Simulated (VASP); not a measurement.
Wanted: the native input for a VASP 6.6.1 run.

* Task: single point
* Functional: r2SCAN
* Potentials or basis: VASP PAW PBE potentials, release 64 (W_sv)
* Cutoff: 550 eV
* k mesh: 5 × 5 × 5
* Occupations: fermi-dirac, width 0.1 eV
* Spin: no spin polarisation
* Dipole correction: no
* Further INCAR settings: ALGO = Normal; EDIFF = 1e-06; NBANDS = 21

Crystal: W.

```
W
1.0
     0.00000    2.89581    2.89581
     2.89581    0.00000    2.89581
     2.89581    2.89581    0.00000
W
2
Cartesian
  0.7240 0.7240 0.7240
  5.0677 5.0677 5.0677
```

This isn't the form of W at room conditions, which is bcc.

These files were run (other wordings do the same):

POSCAR

```
W
1.0
    0.0000000000      2.8958099492      2.8958099492
    2.8958099492      0.0000000000      2.8958099492
    2.8958099492      2.8958099492      0.0000000000
W
2
Direct
    0.1250000000      0.1250000000      0.1250000000
    0.8750000000      0.8750000000      0.8750000000
```

INCAR.step1

```
SYSTEM = W
PREC = Accurate ; ENCUT = 550
ISMEAR = -1 ; SIGMA = 0.1
LREAL = .FALSE. ; LASPH = .TRUE.
NELM = 120 ; NBANDS = 21
GGA = PE ; ALGO = Normal
EDIFF = 1E-5 ; LWAVE = .TRUE.
LCHARG = .FALSE. ; GGA_COMPAT = .FALSE.
```

INCAR.step2

```
SYSTEM = W
PREC = Accurate ; ENCUT = 550
EDIFF = 1E-6 ; ISMEAR = -1
SIGMA = 0.1 ; LREAL = .FALSE.
LASPH = .TRUE. ; NELM = 120
ALGO = Normal ; ISIF = 2
LWAVE = .FALSE. ; LCHARG = .FALSE.
METAGGA = R2SCAN ; LMIXTAU = .TRUE.
NBANDS = 21 ; ISTART = 1
GGA_COMPAT = .FALSE.
```

KPOINTS

```
Automatic mesh
0
G
  5 5 5
  0 0 0
```

Potentials or basis: VASP PAW PBE potentials, release 64 (W_sv).

Launch:

```console
$ cat potpaw_PBE.64/W_sv/POTCAR > POTCAR
$ cp INCAR.step1 INCAR
$ mpirun -np 1 vasp_std > vasp.out
$ cp INCAR.step2 INCAR
$ mpirun -np 1 vasp_std > vasp.out
```

Results of the run:

| Property | Result |
| --- | --- |
| Pressure | 0.6 GPa |
| Band gap on the k mesh | zero (bands 14 and 15 overlap by 0.45 eV) |

Caveat: the k points lie up to 0.38 Å⁻¹ apart; the PAW data sets were made with another functional, which shifts forces and pressure a little; spin-orbit coupling is left out, which moves the levels of the heavy elements.

Wall time 83 s on 1 thread of Intel Xeon 8259CL, on a shared host, peak memory 0.19 GiB.
